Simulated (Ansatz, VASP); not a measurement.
One calculation of Pb, two programs

INCAR

```
SYSTEM = Pb
PREC = Accurate
ENCUT = 520
EDIFF = 1E-6
ISMEAR = 0
SIGMA = 0.15
LREAL = .FALSE.
LASPH = .TRUE.
NELM = 100
ALGO = Normal
ISIF = 2
LWAVE = .FALSE.
LCHARG = .FALSE.
GGA = PS
NBANDS = 13
```

KPOINTS

```
Automatic mesh
0
G
  16 16 16
  0 0 0
```

The input POSCAR:

```
Pb
1.0
    0.0000000000      2.3710080000      2.2722160000
    2.3710080000      0.0000000000      2.2722160000
    2.3710080000      2.3710080000      0.0000000000
Pb
1
Direct
    0.0000000000      0.0000000000      0.0000000000
```

Input for Ansatz:

```yaml
crystal:
  lattice:
    - [0.0, 2.371008, 2.272216]
    - [2.371008, 0.0, 2.272216]
    - [2.371008, 2.371008, 0.0]
  atoms:
    - { symbol: Pb, position: [0.0, 0.0, 0.0] }
basis:
  ecutwfc: 420
kpoints:
  mp_grid: { grid: [16, 16, 16] }
hamiltonian:
  xc: pbesol
scf:
  occupations: { method: gaussian, width: 0.15 }
output:
  forces: true
  stress: true
  eigenvalues: true
```

Change from the starting cell: strain -0.040 along x and y, -0.080 along z, atoms carried along.

Alike in both runs: task single point; functional PBEsol; k mesh 16 × 16 × 16; occupations gaussian, width 0.15 eV; no spin polarisation.

|  | VASP | Ansatz |
| --- | --- | --- |
| version | VASP 6.6.1 | Ansatz 0.2.0 |
| potentials or method | VASP PAW PBE potentials, release 64 (Pb_d), cutoff 520 eV | scalar-relativistic, plane waves, PAW |
| valence electrons in the cell | 14 | 14 |

|  | VASP | Ansatz | Ansatz less VASP |
| --- | --- | --- | --- |
| gap on the k mesh at the Fermi level (eV) | none | none | - |
| pressure (GPa) | 11.2 | 11.3 | +0.08 |
| traceless stress, the component that is largest in VASP (GPa) | 0.35 | 0.34 | -0.009 |

VASP's potentials were made for PBE, not for PBEsol. A gap of «none» marks a metal or a gap that the smearing closes.

Spin-orbit coupling is off throughout.
